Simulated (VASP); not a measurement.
CsI: single point with r2SCAN

The system is CsI.

```
CELL_PARAMETERS angstrom
4.46637 0.00000 0.00000
0.00000 4.46637 0.00000
0.00000 0.00000 4.46637
ATOMIC_POSITIONS crystal
Cs 0.00000 0.00000 0.00000
I 0.50000 0.50000 0.50000
```

```json
{
 "Program": "VASP 6.6.1",
 "Task": "single point",
 "Functional": "r2SCAN",
 "Potentials or basis": "VASP PAW PBE potentials, release 64 (Cs_sv, I)",
 "Cutoff": "550 eV",
 "k mesh": "6 × 6 × 6",
 "Occupations": "gaussian, width 0.02 eV",
 "Spin": "no spin polarisation",
 "Dipole correction": "no",
 "Further INCAR settings": "ALGO = Normal; EDIFF = 1e-06; NBANDS = 15"
}
```

| Quantity | Value |
| --- | --- |
| Pressure | 1.5 GPa |
| Band gap on the k mesh | 4.50 eV (least direct gap 4.57 eV) |

Levels at points of the mesh, in eV from the valence-band top:
```tsv
k point	band 5	band 6	band 7	band 8	band 9	band 10	band 11	band 12
(0.00, 0.00, 0.00)	-7.21	-0.07	-0.07	-0.07	4.50	4.50	4.87	8.53
(0.50, 0.00, 0.00)	-7.12	-1.72	-0.28	-0.28	5.62	7.31	7.47	7.65
(0.50, 0.50, 0.00)	-7.08	-0.92	-0.92	0.00	4.75	5.55	6.68	6.68
(0.50, 0.50, 0.50)	-7.51	-1.49	-1.49	-1.49	7.99	7.99	7.99	8.86
```

Wall time 2.5 min on 1 thread of Intel Xeon 8259CL, with other jobs on the host, peak memory 0.22 GiB.

Caveat: the PAW data sets were made with another functional, which shifts forces and pressure a little; spin-orbit coupling is left out, which moves the levels of the heavy elements. r2SCAN opens gaps a little over a GGA but as a rule still falls short of measured ones.
